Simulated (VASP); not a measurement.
Here is a VASP 6.6.1 calculation.

Contents of INCAR:

```
PREC = Accurate
ENCUT = 500
EDIFF = 1E-6
ISMEAR = 0
SIGMA = 0.1
LREAL = F
LASPH = T
NELM = 120
ALGO = Normal
ISIF = 2
LWAVE = F
LCHARG = F
GGA = PE
NBANDS = 36
GGA_COMPAT = F
```

The input KPOINTS:

```
Automatic mesh
0
Gamma
  6 6 2
```

POSCAR

```
SbS2
1.0
    3.0977037614      0.0000000000      0.0000000000
   -1.5488518807      2.6826901508      0.0000000000
    0.0000000000      0.0000000000     14.4018262520
Sb S
2 4
Direct
    0.6666666667      0.3333333333      0.2500000000
    0.3333333333      0.6666666667      0.7500000000
    0.6666666667      0.3333333333      0.6444804121
    0.3333333333      0.6666666667      0.3555195879
    0.6666666667      0.3333333333      0.8555195879
    0.3333333333      0.6666666667      0.1444804121
```

Potentials or basis: VASP PAW PBE potentials, release 64 (Sb_d_GW, S).

Launch:

```bash
$ cat potpaw_PBE.64/Sb_d_GW/POTCAR potpaw_PBE.64/S/POTCAR > POTCAR
$ mpirun -np 1 vasp_std > vasp.out
```

Problem. Predict the pressure.

Solution. 49.8 GPa.

Problem. Predict the band gap on the k mesh.

Solution. Zero (bands 27 and 28 overlap by 2.81 eV).

Forces on the atoms (eV/Å):
```
Sb   0.000  0.000  0.000
Sb   0.000  0.000  0.000
S    0.000  0.000 -6.481
S    0.000  0.000  6.481
S    0.000  0.000  6.481
S    0.000  0.000 -6.481
```

Caveat: the k points lie up to 0.39 Å⁻¹ apart, too coarse for converged energies and pressures of a metal; spin-orbit coupling is left out, which moves the levels of the heavy elements; this functional lacks dispersion, which binds layers or chains, so the pressure and a relaxed spacing across them are unreliable; forces of over 1 eV/Å act on the atoms, so gaps and moduli don't describe the material at rest.
